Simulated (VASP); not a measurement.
# Ge4H in VASP: relaxation of the atoms with PBE+D3(BJ)

Aim: the relaxation of the atoms of Ge4H with PBE+D3(BJ).

All numbers are computed with VASP 6.6.1; they aren't measurements. Logs are shortened: lines on timing, memory, paths and dates and some standing lists are left out, and cuts for length are marked.

**1. The cell of the first run**

The cell holds a slab with vacuum, 20 atoms: a = 8.060 Å, b = 8.060 Å, c = 21.643 Å, α = 90.00°, β = 90.00°, γ = 120.00°.

**2. Relaxation of the atoms, PBE+D3(BJ)**

Input file INCAR:

```
PREC     = Accurate       # precision mode
ENCUT    = 520            # plane-wave cutoff, eV
EDIFF    = 1E-6           # SCF threshold, eV
ISMEAR   = 0              # smearing method
SIGMA    = 0.1            # smearing width, eV
LREAL    = Auto         
LASPH    = T              # aspherical terms in the spheres
NELM     = 60             # most SCF steps
ALGO     = Normal         # electronic algorithm
ISIF     = 2              # what is computed and relaxed
LWAVE    = F              # write WAVECAR
LCHARG   = F              # write CHGCAR
LDIPOL   = T            
IDIPOL   = 3            
DIPOL    = 0.5 0.5 0.502
GGA      = PE             # functional
IVDW     = 12             # dispersion correction
IBRION   = 2              # ionic algorithm
NSW      = 90             # ionic steps
EDIFFG   = -0.03          # ionic threshold
KPAR     = 2
```

Input file KPOINTS:

```
Automatic mesh
0
Gamma
  3 3 1
```

Input file POSCAR:

```
Ge4H
1.0
    8.0601468047      0.0000000000      0.0000000000
   -4.0300734024      6.9802918911      0.0000000000
    0.0000000000      0.0000000000     21.6431764424
Ge H
16 4
Selective dynamics
Direct
    0.6666666667      0.3333333333      0.4403235369  F F F
    0.6666666667      0.8333333333      0.4403235369  F F F
    0.1666666667      0.3333333333      0.4403235369  F F F
    0.1666666667      0.8333333333      0.4403235369  F F F
    0.5000000000      0.5000000000      0.4783325274  F F F
    0.5000000000      0.0000000000      0.4783325274  F F F
    0.0000000000      0.5000000000      0.4783325274  F F F
    0.0000000000      0.0000000000      0.4783325274  F F F
    0.0000000000      0.5000000000      0.5923594990  T T T
    0.0000000000      0.0000000000      0.5923594990  T T T
    0.5000000000      0.5000000000      0.5923594990  T T T
    0.5000000000      0.0000000000      0.5923594990  T T T
    0.8333333333      0.6666666667      0.6303684895  T T T
    0.8333333333      0.1666666667      0.6303684895  T T T
    0.3333333333      0.6666666667      0.6303684895  T T T
    0.3333333333      0.1666666667      0.6303684895  T T T
    0.6666666667      0.3333333333      0.3696315105  T T T
    0.6666666667      0.8333333333      0.3696315105  T T T
    0.1666666667      0.3333333333      0.3696315105  T T T
    0.1666666667      0.8333333333      0.3696315105  T T T
```

Potentials or basis: VASP PAW PBE potentials, release 64 (Ge_d, H).

Run with:

```bash
cat potpaw_PBE.64/Ge_d/POTCAR potpaw_PBE.64/H/POTCAR > POTCAR
mpirun -np 4 vasp_std > vasp.out
```

OUTCAR:

```text
PREC = Accurate
   ENCUT = 520
   EDIFF = 1E-6
   ISMEAR = 0
   LREAL = Auto
   LASPH = T
   NELM = 60
   ISIF = 2
   GGA = PE
   IVDW = 12
   IBRION = 2
   NSW = 90
   EDIFFG = -0.03
 IVDW          = 12

 ion  position               nearest neighbor table
   1  0.667  0.333  0.440-  17 1.53   7 2.47   6 2.47   5 2.47
   2  0.667  0.833  0.440-  18 1.53   8 2.47   5 2.47   6 2.47
   3  0.167  0.333  0.440-  19 1.53   5 2.47   8 2.47   7 2.47
   4  0.167  0.833  0.440-  20 1.53   6 2.47   7 2.47   8 2.47
   5  0.500  0.500  0.478-   3 2.47   2 2.47  11 2.47   1 2.47
   6  0.500  0.000  0.478-   4 2.47   1 2.47  12 2.47   2 2.47
   7  0.000  0.500  0.478-   1 2.47   4 2.47   9 2.47   3 2.47
   8  0.000  0.000  0.478-   2 2.47   3 2.47  10 2.47   4 2.47
   9  0.000  0.500  0.592-  15 2.47  14 2.47   7 2.47  13 2.47
  10  0.000  0.000  0.592-  16 2.47  13 2.47   8 2.47  14 2.47
  11  0.500  0.500  0.592-  13 2.47  16 2.47   5 2.47  15 2.47
  12  0.500  0.000  0.592-  14 2.47  15 2.47   6 2.47  16 2.47
  13  0.833  0.667  0.630-  11 2.47  10 2.47   9 2.47
  14  0.833  0.167  0.630-  12 2.47   9 2.47  10 2.47
  15  0.333  0.667  0.630-   9 2.47  12 2.47  11 2.47
  16  0.333  0.167  0.630-  10 2.47  11 2.47  12 2.47
  17  0.667  0.333  0.370-   1 1.53
  18  0.667  0.833  0.370-   2 1.53
  19  0.167  0.333  0.370-   3 1.53
  20  0.167  0.833  0.370-   4 1.53
[... 5 lines left out ...]
  Lattice vectors:

 A1 = (   8.0601468047,   0.0000000000,   0.0000000000)
 A2 = (  -4.0300734024,   6.9802918911,   0.0000000000)
 A3 = (   0.0000000000,   0.0000000000,  21.6431764424)

Analysis of symmetry for initial positions (statically):
=====================================================================
 Subroutine PRICEL returns following result:

  LATTYP: Found a hexagonal cell.
 ALAT       =     4.0300734024
 C/A-ratio  =     5.3704174296

  Lattice vectors:

 A1 = (   4.0300734024,   0.0000000000,   0.0000000000)
 A2 = (  -2.0150367012,   3.4901459456,   0.0000000000)
 A3 = (   0.0000000000,   0.0000000000,  21.6431764424)

   4 primitive cells build up your supercell.

 Routine SETGRP: Setting up the symmetry group for a
 hexagonal supercell.

 Subroutine GETGRP returns: Found  6 space group operations
 (whereof  6 operations were pure point group operations)
 out of a pool of 24 trial point group operations.

The static configuration has the point symmetry C_3v.

Analysis of symmetry for dynamics (positions and initial velocities):
=====================================================================
 Subroutine PRICEL returns following result:

  LATTYP: Found a hexagonal cell.
 ALAT       =     4.0300734024
 C/A-ratio  =     5.3704174296

  Lattice vectors:

 A1 = (   4.0300734024,   0.0000000000,   0.0000000000)
 A2 = (  -2.0150367012,   3.4901459456,   0.0000000000)
 A3 = (   0.0000000000,   0.0000000000,  21.6431764424)

   4 primitive cells build up your supercell.

 Routine SETGRP: Setting up the symmetry group for a
 hexagonal supercell.

 Subroutine GETGRP returns: Found  6 space group operations
 (whereof  6 operations were pure point group operations)
 out of a pool of 24 trial point group operations.

The dynamic configuration has the point symmetry C_3v.

Analysis of constrained symmetry for selective dynamics:
=====================================================================
 Subroutine PRICEL returns following result:

  LATTYP: Found a hexagonal cell.
 ALAT       =     4.0300734024
 C/A-ratio  =     5.3704174296

  Lattice vectors:

 A1 = (   4.0300734024,   0.0000000000,   0.0000000000)
 A2 = (  -2.0150367012,   3.4901459456,   0.0000000000)
 A3 = (   0.0000000000,   0.0000000000,  21.6431764424)

   4 primitive cells build up your supercell.

 Routine SETGRP: Setting up the symmetry group for a
 hexagonal supercell.

 Subroutine GETGRP returns: Found  6 space group operations
 (whereof  6 operations were pure point group operations)
 out of a pool of 24 trial point group operations.

The constrained configuration has the point symmetry C_3v.

 Subroutine INISYM returns: Found  6 space group operations
 (whereof  6 operations are pure point group operations),
 and found     4 'primitive' translations

----------------------------------------------------------------------------------------

                                     Primitive cell

  volume of cell :     304.4231

  direct lattice vectors                    reciprocal lattice vectors
     4.030073402  0.000000000  0.000000000     0.248134438  0.143260485  0.000000000
    -2.015036701  3.490145946  0.000000000     0.000000000  0.286520969  0.000000000
     0.000000000  0.000000000 21.643176442     0.000000000  0.000000000  0.046203939

  length of vectors
     4.030073402  4.030073402 21.643176442     0.286520969  0.286520969  0.046203939

  position of ions in fractional coordinates (direct lattice)
     0.333333333  0.666666667  0.440323537
     0.000000000  0.000000000  0.478332527
     0.000000000  0.000000000  0.592359499
     0.666666667  0.333333333  0.630368490
     0.333333333  0.666666667  0.369631510

  ion indices of the primitive-cell ions
   primitive index   ion index
                 1           1
                 2           5
                 3          11
                 4          14
                 5          17

----------------------------------------------------------------------------------------

 KPOINTS: Automatic mesh

Automatic generation of k-mesh.
 Grid dimensions read from file:
 generate k-points for:    3    3    1

 Generating k-lattice:

  Cartesian coordinates                     Fractional coordinates (reciprocal lattice)
     0.041355740  0.023876747  0.000000000     0.333333333  0.000000000  0.000000000
     0.000000000  0.047753495  0.000000000     0.000000000  0.333333333  0.000000000
     0.000000000  0.000000000  0.046203939     0.000000000  0.000000000  1.000000000

  Length of vectors
     0.047753495  0.047753495  0.046203939

  Shift w.r.t. Gamma in fractional coordinates (k-lattice)
     0.000000000  0.000000000  0.000000000

 Subroutine IBZKPT returns following result:
 ===========================================

 Found      3 irreducible k-points:

 Following reciprocal coordinates:
            Coordinates               Weight
  0.000000  0.000000  0.000000      1.000000
  0.333333  0.000000  0.000000      6.000000
  0.333333  0.333333  0.000000      2.000000
   k-points           NKPTS =      3   k-points in BZ     NKDIM =      3   number of bands    NBANDS=    136
   number of dos      NEDOS =    301   number of ions     NIONS =     20
   total plane-waves  NPLWV = 583200
   dimension x,y,z NGX =    60 NGY =   60 NGZ =  162
   dimension x,y,z NGXF=   120 NGYF=  120 NGZF=  324
   ions per type =              16   4
   NGX,Y,Z   is equivalent  to a cutoff of  12.38, 12.38, 12.44 a.u.
   NGXF,Y,Z  is equivalent  to a cutoff of  24.75, 24.75, 24.89 a.u.
 SYSTEM =  unknown system
   PREC   = accura    normal or accurate (medium, high low for compatibility)
   ISTART =      0    job   : 0-new  1-cont  2-samecut
   ICHARG =      2    charge: 1-file 2-atom 10-const
   ISPIN  =      1    spin polarized calculation?
   LNONCOLLINEAR =      F non collinear calculations
   LSORBIT =      F    spin-orbit coupling
   LASPH  =      T    aspherical Exc in radial PAW
   ENCUT  =  520.0 eV  38.22 Ry    6.18 a.u.  14.99 14.99 40.24*2*pi/ulx,y,z
   NELM   =     60;   NELMIN=  2; NELMDL= -5     # of ELM steps
   EDIFF  = 0.1E-05   stopping-criterion for ELM
   LREAL  =      T    real-space projection
   EDIFFG = -.3E-01   stopping-criterion for IOM
   NSW    =     90    number of steps for IOM
   IBRION =      2    ionic relax: 0-MD 1-quasi-New 2-CG
   NFREE  =      1    steps in history (QN), initial steepest desc. (CG)
   ISIF   =      2    stress and relaxation
   ISYM   =      2    0-nonsym 1-usesym 2-fastsym
   POTIM  = 0.5000    time-step for ionic-motion
   TEBEG  =    0.0;   TEEND  =   0.0 temperature during run
   PSTRESS=    0.0 pullay stress
   NELECT =     228.0000    total number of electrons
   NUPDOWN=      -1.0000    fix difference up-down
   EMIN   =  10.00;   EMAX   =-10.00  energy-range for DOS
   EFERMI =   0.00;   METHOD = LEGACY
   ISMEAR =     0;   SIGMA  =   0.10  broadening in eV -4-tet -1-fermi 0-gaus
   EFERMI_NEDOS =   21; number of points for ismear=-14 and -15
   IALGO  =     38    algorithm
   IMIX   =      4    mixing-type and parameters
     AMIX     =   0.40;   BMIX     =  1.00
     AMIX_MAG =   1.60;   BMIX_MAG =  1.00
  volume/ion in A,a.u.               =      60.88       410.87
  Fermi-wavevector in a.u.,A,eV,Ry     =   0.936571  1.769862 11.934552  0.877165
  Thomas-Fermi vector in A             =   2.063594
   LORBIT       =      0    0 simple, 1 ext, 2 COOP (PROOUT), +10 PAW based schemes
   GGA     = PE    functional components
   LHFCALC =     F    Hartree Fock is set to
   AEXX    =    0.0000 exact exchange contribution
   IVDW    =    12    specifies the selected vdW correction
   LEPSILON=     F    determine dielectric tensor
   LRPA    =     F    only Hartree local field effects (RPA)
 conjugate gradient relaxation of ions
 non-spin polarized calculation
 Gauss-broadening in eV      SIGMA  =   0.10
  energy-cutoff  :      520.00
  volume of cell :     1217.69
 maximum number of plane-waves:     32796
 NGX is ok and might be reduce to    60
   NGX = 29   NGY = 29   NGZ = 81

 dipolmoment           0.000000      0.000000     -0.145562 electrons x Angstroem

--------------------------------------- Ionic step        1  -------------------------------------------

 number of electron     228.0000001 magnetization

 Free energy of the ion-electron system (eV)
  ---------------------------------------------------
  ext. energy  EPLUGINS =         0.00000000
  ---------------------------------------------------
  free energy    TOTEN  =       -80.22577042 eV

  energy without entropy =      -80.13331747  energy(sigma->0) =      -80.17954394

------------------------ aborting loop because EDIFF is reached ----------------------------------------

 vacuum level on the upper side and lower side of the slab       (xc-potential included)         0.079        -0.087

 Edisp (eV)   -3.51260

 E8    (eV) :    -1.6144

  FORCE on cell =-STRESS in cart. coord.  units (eV):
  Direction    XX          YY          ZZ          XY          YZ          ZX
  --------------------------------------------------------------------------------------
  -------------------------------------------------------------------------------------
  Total       1.24269     1.24269     1.96435    -0.00000     0.00000    -0.00000
  in kB       1.63507     1.63507     2.58460    -0.00000     0.00000    -0.00000
  external pressure =        1.95 kB  Pullay stress =        0.00 kB
[... 97 lines left out ...]
  energy  without entropy=      -83.6695605527  energy(sigma->0) =      -83.71556930

--------------------------------------- Ionic step        3  -------------------------------------------

 number of electron     227.9999999 magnetization

 dipolmoment           0.000000      0.000000      0.034583 electrons x Angstroem

 Free energy of the ion-electron system (eV)
  ---------------------------------------------------
  ext. energy  EPLUGINS =         0.00000000
  ---------------------------------------------------
  free energy    TOTEN  =       -80.25259895 eV

  energy without entropy =      -80.16073731  energy(sigma->0) =      -80.20666813

 E-fermi :  -1.7594     XC(G=0):  -3.7768

 val. band max:       -1.7899803693   @ k =   0.3333   0.0000   0.0000
 cond. band min:      -1.6810768050   @ k =   0.0000   0.0000   0.0000
 fundamental gap:      0.1089035643
 Fermi energy:        -1.7594277375

 k-point     1 :       0.0000    0.0000    0.0000
  band No.  band energies     occupation
      1     -26.3040      2.00000
      2     -26.3040      2.00000
      3     -26.3040      2.00000
      4     -26.2950      2.00000
      5     -26.2950      2.00000
      6     -26.2950      2.00000
[... 376 lines left out ...]
    125       1.7339      0.00000
    126       1.7339      0.00000
 [bands above 126 left out]

------------------------ aborting loop because EDIFF is reached ----------------------------------------

 vacuum level on the upper side and lower side of the slab       (xc-potential included)        -0.145        -0.262

 Edisp (eV)   -3.51092

 E8    (eV) :    -1.6139

  FORCE on cell =-STRESS in cart. coord.  units (eV):
  Direction    XX          YY          ZZ          XY          YZ          ZX
  --------------------------------------------------------------------------------------
  -------------------------------------------------------------------------------------
  Total       1.37143     1.37143    -0.69935    -0.00000     0.00000     0.00000
  in kB       1.80446     1.80446    -0.92017    -0.00000     0.00000     0.00000
  external pressure =        0.90 kB  Pullay stress =        0.00 kB
[... 35 lines left out ...]
  FREE ENERGIE OF THE ION-ELECTRON SYSTEM (eV)
  ---------------------------------------------------
  free  energy   TOTEN  =       -83.7635237394 eV

  energy  without entropy=      -83.6716621059  energy(sigma->0) =      -83.71759292

 reached required accuracy - stopping structural energy minimisation

 vacuum level on the upper side and lower side of the slab         2.642         2.524
```

Wall time 14 min (4 MPI ranks of Intel Xeon Platinum 8559C (Emerald Rapids), shared host); peak memory 0.73 GiB.

What came out:

| Property | Result |
| --- | --- |
| Free energy | -83.7635 eV |
| Energy gained by relaxing | 1.3 meV/atom |
| Ionic steps | 3 |
| Band gap on the k mesh | zero (bands 114 and 115 overlap by 0.22 eV) |
| Dispersion energy per atom | -0.176 eV |

The path:
```
step  energy change (eV)  largest force on free atoms (eV/Å)  pressure (GPa)
   1              0.0000                              0.4371            0.20
   2             -0.0232                              0.1180            0.12
   3             -0.0252                              0.0043            0.09
```

Final structure:
```yaml
crystal:
  lattice:
    - [8.06015, 0.00000, 0.00000]
    - [-4.03007, 6.98029, 0.00000]
    - [0.00000, 0.00000, 21.64318]
  atoms:
    - { symbol: Ge, position: [0.66667, 0.33333, 0.44032] }
    - { symbol: Ge, position: [0.66667, 0.83333, 0.44032] }
    - { symbol: Ge, position: [0.16667, 0.33333, 0.44032] }
    - { symbol: Ge, position: [0.16667, 0.83333, 0.44032] }
    - { symbol: Ge, position: [0.50000, 0.50000, 0.47833] }
    - { symbol: Ge, position: [0.50000, 0.00000, 0.47833] }
    - { symbol: Ge, position: [0.00000, 0.50000, 0.47833] }
    - { symbol: Ge, position: [0.00000, 0.00000, 0.47833] }
    - { symbol: Ge, position: [0.00000, 0.50000, 0.59236] }
    - { symbol: Ge, position: [0.00000, 0.00000, 0.59236] }
    - { symbol: Ge, position: [0.50000, 0.50000, 0.59236] }
    - { symbol: Ge, position: [0.50000, 0.00000, 0.59236] }
    - { symbol: Ge, position: [0.83333, 0.66667, 0.63033] }
    - { symbol: Ge, position: [0.83333, 0.16667, 0.63033] }
    - { symbol: Ge, position: [0.33333, 0.66667, 0.63033] }
    - { symbol: Ge, position: [0.33333, 0.16667, 0.63033] }
    - { symbol: H, position: [0.66667, 0.33333, 0.36827] }
    - { symbol: H, position: [0.66667, 0.83333, 0.36827] }
    - { symbol: H, position: [0.16667, 0.33333, 0.36827] }
    - { symbol: H, position: [0.16667, 0.83333, 0.36827] }
```

The gap in the log of VASP goes by the Fermi energy; the results here count the filled bands.